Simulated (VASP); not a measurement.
# Ta (Im-3m) in VASP: notebook

Runs on Ta. Level: PBE. Tasks: single point, relaxation of cell and atoms.

Program: VASP 6.6.1. These are calculated values, not measurements. Logs are shortened: lines on timing, memory, paths and dates and some standing lists are left out, and cuts for length are marked.

## 1. The cell of the first run

It takes space group Im-3m (No. 229, cubic). The conventional cell has a = 3.318 Å, b = 3.318 Å, c = 3.318 Å, α = 90.00°, β = 90.00°, γ = 90.00°. Within 3.8 Å of Ta (site symmetry m-3m) lie 14 Ta at 2.87 to 3.32 Å.

## 2. Single point, PBE

File INCAR:

```
SYSTEM = Ta
  PREC = Accurate
  ENCUT = 500
  EDIFF = 1E-6
  ISMEAR = 1
  SIGMA = 0.1
  LREAL = .FALSE.
  LASPH = .TRUE.
  NELM = 120
  ALGO = Normal
  ISIF = 2
  LWAVE = .FALSE.
  LCHARG = .FALSE.
  GGA = PE
  NBANDS = 12
  GGA_COMPAT = .FALSE.
```

File KPOINTS:

```
regular mesh
0
G
  18 18 18
  0 0 0
```

File POSCAR:

```
Ta
1.0
   -1.6591554236      1.6591554236      1.6591554236
    1.6591554236     -1.6591554236      1.6591554236
    1.6591554236      1.6591554236     -1.6591554236
Ta
1
Direct
    0.0000000000      0.0000000000      0.0000000000
```

Potentials or basis: VASP PAW PBE potentials, release 64 (Ta_pv).

Run with:

```bash
$ cat potpaw_PBE.64/Ta_pv/POTCAR > POTCAR
$ mpirun -np 1 vasp_std > vasp.out
```

OUTCAR:

```text
SYSTEM = Ta
   PREC = Accurate
   ENCUT = 500
   EDIFF = 1E-6
   ISMEAR = 1
   LREAL = .FALSE.
   LASPH = .TRUE.
   NELM = 120
   ISIF = 2
   GGA = PE

 ion  position               nearest neighbor table
   1  0.000  0.000  0.000-

  LATTYP: Found a body centered cubic cell.
 ALAT       =     3.3183108472

  Lattice vectors:

 A1 = (  -1.6591554236,   1.6591554236,   1.6591554236)
 A2 = (   1.6591554236,  -1.6591554236,   1.6591554236)
 A3 = (   1.6591554236,   1.6591554236,  -1.6591554236)

Analysis of symmetry for initial positions (statically):
=====================================================================
 Subroutine PRICEL returns:
 Original cell was already a primitive cell.

 Routine SETGRP: Setting up the symmetry group for a
 body centered cubic supercell.

 Subroutine GETGRP returns: Found 48 space group operations
 (whereof 48 operations were pure point group operations)
 out of a pool of 48 trial point group operations.

The static configuration has the point symmetry O_h .

Analysis of symmetry for dynamics (positions and initial velocities):
=====================================================================
 Subroutine PRICEL returns:
 Original cell was already a primitive cell.

 Routine SETGRP: Setting up the symmetry group for a
 body centered cubic supercell.

 Subroutine GETGRP returns: Found 48 space group operations
 (whereof 48 operations were pure point group operations)
 out of a pool of 48 trial point group operations.

The dynamic configuration has the point symmetry O_h .

 Subroutine INISYM returns: Found 48 space group operations
 (whereof 48 operations are pure point group operations),
 and found     1 'primitive' translations

----------------------------------------------------------------------------------------

                                     Primitive cell

  volume of cell :      18.2693

  direct lattice vectors                    reciprocal lattice vectors
    -1.659155424  1.659155424  1.659155424     0.000000000  0.301358145  0.301358145
     1.659155424 -1.659155424  1.659155424     0.301358145  0.000000000  0.301358145
     1.659155424  1.659155424 -1.659155424     0.301358145  0.301358145  0.000000000

  length of vectors
     2.873741491  2.873741491  2.873741491     0.426184775  0.426184775  0.426184775

  position of ions in fractional coordinates (direct lattice)
     0.000000000  0.000000000  0.000000000

  ion indices of the primitive-cell ions
   primitive index   ion index
                 1           1

----------------------------------------------------------------------------------------

 KPOINTS: regular mesh

Automatic generation of k-mesh.
 Grid dimensions read from file:
 generate k-points for:   18   18   18

 Generating k-lattice:

  Cartesian coordinates                     Fractional coordinates (reciprocal lattice)
     0.000000000  0.016742119  0.016742119     0.055555556  0.000000000  0.000000000
     0.016742119  0.000000000  0.016742119     0.000000000  0.055555556  0.000000000
     0.016742119  0.016742119  0.000000000     0.000000000  0.000000000  0.055555556

  Length of vectors
     0.023676932  0.023676932  0.023676932

  Shift w.r.t. Gamma in fractional coordinates (k-lattice)
     0.000000000  0.000000000  0.000000000

 Subroutine IBZKPT returns following result:
 ===========================================

 Found    195 irreducible k-points:

 Following reciprocal coordinates:
            Coordinates               Weight
  0.000000  0.000000  0.000000      1.000000
  0.055556  0.000000  0.000000     12.000000
  0.111111  0.000000  0.000000     12.000000
  0.166667  0.000000  0.000000     12.000000
  0.222222  0.000000  0.000000     12.000000
  0.277778  0.000000  0.000000     12.000000
[... 16 lines left out ...]
  0.333333  0.111111  0.000000     48.000000
  0.388889  0.111111 -0.000000     48.000000
 [... further k-points ...]
   k-points           NKPTS =    195   k-points in BZ     NKDIM =    195   number of bands    NBANDS=     12
   number of dos      NEDOS =    301   number of ions     NIONS =      1
   total plane-waves  NPLWV =  13824
   dimension x,y,z NGX =    24 NGY =   24 NGZ =   24
   dimension x,y,z NGXF=    48 NGYF=   48 NGZF=   48
   ions per type =               1
   NGX,Y,Z   is equivalent  to a cutoff of  13.88, 13.88, 13.88 a.u.
   NGXF,Y,Z  is equivalent  to a cutoff of  27.77, 27.77, 27.77 a.u.
 SYSTEM =  Ta
   PREC   = accura    normal or accurate (medium, high low for compatibility)
   ISTART =      0    job   : 0-new  1-cont  2-samecut
   ICHARG =      2    charge: 1-file 2-atom 10-const
   ISPIN  =      1    spin polarized calculation?
   LNONCOLLINEAR =      F non collinear calculations
   LSORBIT =      F    spin-orbit coupling
   LASPH  =      T    aspherical Exc in radial PAW
   ENCUT  =  500.0 eV  36.75 Ry    6.06 a.u.   5.24  5.24  5.24*2*pi/ulx,y,z
   NELM   =    120;   NELMIN=  2; NELMDL= -5     # of ELM steps
   EDIFF  = 0.1E-05   stopping-criterion for ELM
   LREAL  =      F    real-space projection
   EDIFFG = 0.1E-04   stopping-criterion for IOM
   NSW    =      0    number of steps for IOM
   IBRION =     -1    ionic relax: 0-MD 1-quasi-New 2-CG
   NFREE  =      0    steps in history (QN), initial steepest desc. (CG)
   ISIF   =      2    stress and relaxation
   ISYM   =      2    0-nonsym 1-usesym 2-fastsym
   POTIM  = 0.5000    time-step for ionic-motion
   TEBEG  =    0.0;   TEEND  =   0.0 temperature during run
   PSTRESS=    0.0 pullay stress
   NELECT =      11.0000    total number of electrons
   NUPDOWN=      -1.0000    fix difference up-down
   EMIN   =  10.00;   EMAX   =-10.00  energy-range for DOS
   EFERMI =   0.00;   METHOD = LEGACY
   ISMEAR =     1;   SIGMA  =   0.10  broadening in eV -4-tet -1-fermi 0-gaus
   EFERMI_NEDOS =   21; number of points for ismear=-14 and -15
   IALGO  =     38    algorithm
   IMIX   =      4    mixing-type and parameters
     AMIX     =   0.40;   BMIX     =  1.00
     AMIX_MAG =   1.60;   BMIX_MAG =  1.00
  volume/ion in A,a.u.               =      18.27       123.29
  Fermi-wavevector in a.u.,A,eV,Ry     =   1.382394  2.612347 26.000931  1.911015
  Thomas-Fermi vector in A             =   2.507090
   LORBIT       =      0    0 simple, 1 ext, 2 COOP (PROOUT), +10 PAW based schemes
   GGA     = PE    functional components
   LHFCALC =     F    Hartree Fock is set to
   AEXX    =    0.0000 exact exchange contribution
   IVDW    =     0    specifies the selected vdW correction
   LEPSILON=     F    determine dielectric tensor
   LRPA    =     F    only Hartree local field effects (RPA)
 non-spin polarized calculation
 Methfessel and Paxton  Order N= 1 SIGMA  =   0.10
  energy-cutoff  :      500.00
  volume of cell :       18.27
 maximum number of plane-waves:       478
 NGX is ok and might be reduce to    24
   NGX = 11   NGY = 11   NGZ = 11

 number of electron      11.0000001 magnetization

 Free energy of the ion-electron system (eV)
  ---------------------------------------------------
  ext. energy  EPLUGINS =         0.00000000
  ---------------------------------------------------
  free energy    TOTEN  =       -11.81313181 eV

  energy without entropy =      -11.81346368  energy(sigma->0) =      -11.81324244

 E-fermi :   5.3866     XC(G=0): -12.5455

 val. band max:        5.3849765991   @ k =   0.3333   0.1667   0.0556
 cond. band min:       5.3983283103   @ k =  -0.2778   0.3889   0.1111
 fundamental gap:      0.0133517111
 Fermi energy:         5.3865924456

 k-point     1 :       0.0000    0.0000    0.0000
  band No.  band energies     occupation
      1     -27.7556      2.00000
      2     -27.7556      2.00000
      3     -27.7556      2.00000
      4      -2.4899      2.00000
      5       6.1067     -0.00000
      6       6.1067     -0.00000
      7       6.1067     -0.00000
      8       9.3296      0.00000
      9       9.3296      0.00000
     10      20.0213      0.00000
     11      20.3153      0.00000
     12      20.3153      0.00000

 k-point     2 :       0.0556    0.0000    0.0000
  band No.  band energies     occupation
      1     -27.7923      2.00000
      2     -27.7669      2.00000
      3     -27.7558      2.00000
      4      -2.3538      2.00000
      5       6.0179     -0.00000
      6       6.0818     -0.00000
      7       6.2395     -0.00000
      8       9.1839      0.00000
      9       9.3297      0.00000
     10      20.0215      0.00000
     11      20.4383      0.00000
     12      20.5542      0.00000

 k-point     3 :       0.1111    0.0000    0.0000
  band No.  band energies     occupation
      1     -27.8968      2.00000
      2     -27.7994      2.00000
      3     -27.7563      2.00000
      4      -1.9594      2.00000
      5       5.7735     -0.00000
      6       5.9763     -0.00000
      7       6.6338     -0.00000
      8       8.8780      0.00000
      9       9.3376      0.00000
     10      20.0209      0.00000
     11      20.7461      0.00000
     12      21.2473      0.00000
[... 286 lines left out ...]
 k-point    23 :       0.3333    0.1111    0.0000
  band No.  band energies     occupation
      1     -28.7296      2.00000
      2     -28.1107      2.00000
      3     -27.8100      2.00000
      4       1.3626      2.00000
      5       4.1197      2.00000
      6       5.4226      0.43229
      7       9.0105      0.00000
      8      10.1623      0.00000
      9      12.1499      0.00000
     10      17.6420      0.00000
     11      18.9939      0.00000
     12      20.0313      0.00000

 k-point    24 :       0.3889    0.1111   -0.0000
  band No.  band energies     occupation
      1     -28.8060      2.00000
      2     -28.1486      2.00000
      3     -27.8113      2.00000
      4       1.4414      2.00000
      5       3.9879      2.00000
      6       5.9895     -0.00000
      7       9.0755      0.00000
      8      10.3436      0.00000
      9      13.1320      0.00000
     10      16.6622      0.00000
     11      18.2717      0.00000
     12      20.0285      0.00000

 [... further k-points ...]

------------------------ aborting loop because EDIFF is reached ----------------------------------------

  FORCE on cell =-STRESS in cart. coord.  units (eV):
  Direction    XX          YY          ZZ          XY          YZ          ZX
  --------------------------------------------------------------------------------------
  -------------------------------------------------------------------------------------
  Total        0.0196971      0.0196971      0.0196971     -0.0000000      0.0000000     -0.0000000
  in kB        1.7273963      1.7273963      1.7273963     -0.0000000      0.0000000     -0.0000000
  external PRESSURE =       1.7273963 kB  Pullay stress =       0.0000000 kB

 VOLUME and BASIS-vectors are now :
 -----------------------------------------------------------------------------
  energy-cutoff  :      500.00
  volume of cell :       18.27
      direct lattice vectors                 reciprocal lattice vectors
    -1.659155424  1.659155424  1.659155424     0.000000000  0.301358145  0.301358145
     1.659155424 -1.659155424  1.659155424     0.301358145  0.000000000  0.301358145
     1.659155424  1.659155424 -1.659155424     0.301358145  0.301358145  0.000000000

 POSITION                                       TOTAL-FORCE (eV/Angst)
 -----------------------------------------------------------------------------------
      0.00000      0.00000      0.00000         0.000000     -0.000000      0.000000
 -----------------------------------------------------------------------------------
    total drift:                                0.000000      0.000000      0.000000

  FREE ENERGIE OF THE ION-ELECTRON SYSTEM (eV)
  ---------------------------------------------------
  free  energy   TOTEN  =       -11.8131318114 eV

  energy  without entropy=      -11.8134636841  energy(sigma->0) =      -11.81324244
```

Wall time 43 s (1 thread of Intel Xeon 8259CL, shared host); peak memory 0.17 GiB.

What came out:

```
Free energy            : -11.8131 eV
Pressure               : 0.2 GPa
Band gap on the k mesh : zero (an odd number of electrons rules out a gap without spin polarisation)
```

Caveat: spin-orbit coupling is left out, which moves the levels of the heavy elements.

## 3. Relaxation of cell and atoms, PBE

This run uses another cell than the first one, of 17.97 Å³/atom.

File INCAR:

```
SYSTEM = Ta
PREC = Accurate
ENCUT = 500
EDIFF = 1E-7
ISMEAR = 1
SIGMA = 0.1
LREAL = .FALSE.
LASPH = .TRUE.
NELM = 120
ALGO = Normal
ISIF = 3
LWAVE = .FALSE.
LCHARG = .FALSE.
GGA = PE
IBRION = 2
NSW = 60
EDIFFG = -0.03
GGA_COMPAT = .FALSE.
NELMIN = 4
```

File KPOINTS:

```
Automatic mesh
0
G
  18 18 18
  0 0 0
```

File POSCAR:

```
Ta
1.0
   -1.6500000000      1.6500000000      1.6500000000
    1.6500000000     -1.6500000000      1.6500000000
    1.6500000000      1.6500000000     -1.6500000000
Ta
1
Direct
    0.0000000000      0.0000000000      0.0000000000
```

Potentials or basis: VASP PAW PBE potentials, release 64 (Ta_pv).

Run with:

```bash
$ cat potpaw_PBE.64/Ta_pv/POTCAR > POTCAR
$ mpirun -np 1 vasp_std > vasp.out
```

Run time: 78 s. Hardware: 1 thread of Intel Xeon 8259CL, shared host; peak memory 0.18 GiB.

The run converged. Its results:

```yaml
Free_energy: -11.8130 eV
Relaxed_volume: 18.29 Å³/atom
Relaxed_cell: a = 2.875 Å, b = 2.875 Å, c = 2.875 Å, α = 109.47°, β = 109.47°, γ = 109.47°
Space_group_after_relaxing_to_0.1_Å: Im-3m (No. 229)
Energy_gained_by_relaxing: 3.4 meV/atom
Ionic_steps: 3
Pressure_after_relaxing: 0.0 GPa
Band_gap_on_the_k_mesh: zero (an odd number of electrons rules out a gap without spin polarisation)
```

Step by step:
| step | energy change (eV) | largest force (eV/Å) | pressure (GPa) | volume (Å³) |
| --- | --- | --- | --- | --- |
| 1 | 0.0000 | 0.0000 | 3.53 | 17.97 |
| 2 | 0.0135 | 0.0000 | -7.17 | 19.02 |
| 3 | -0.0034 | 0.0000 | -0.03 | 18.29 |

Final structure:
```
Ta
1.0
    -1.65975    1.65975    1.65975
     1.65975   -1.65975    1.65975
     1.65975    1.65975   -1.65975
Ta
1
Cartesian
  0.0000 0.0000 0.0000
```

Levels at points of the mesh, in eV from the Fermi level:
```
           k point  band 2  band 3  band 4  band 5  band 6  band 7  band 8  band 9
(0.00, 0.00, 0.00)  -33.15  -33.15   -7.87    0.72    0.72    0.72    3.94    3.94
(0.50, 0.00, 0.00)  -33.51  -33.15   -4.32   -1.51    1.50    3.81    4.82    7.63
(0.50, 0.50, 0.50)  -33.93  -33.93   -3.73   -3.73    6.70    6.70    6.70    8.50
```

Caveat: spin-orbit coupling is left out, which moves the levels of the heavy elements.
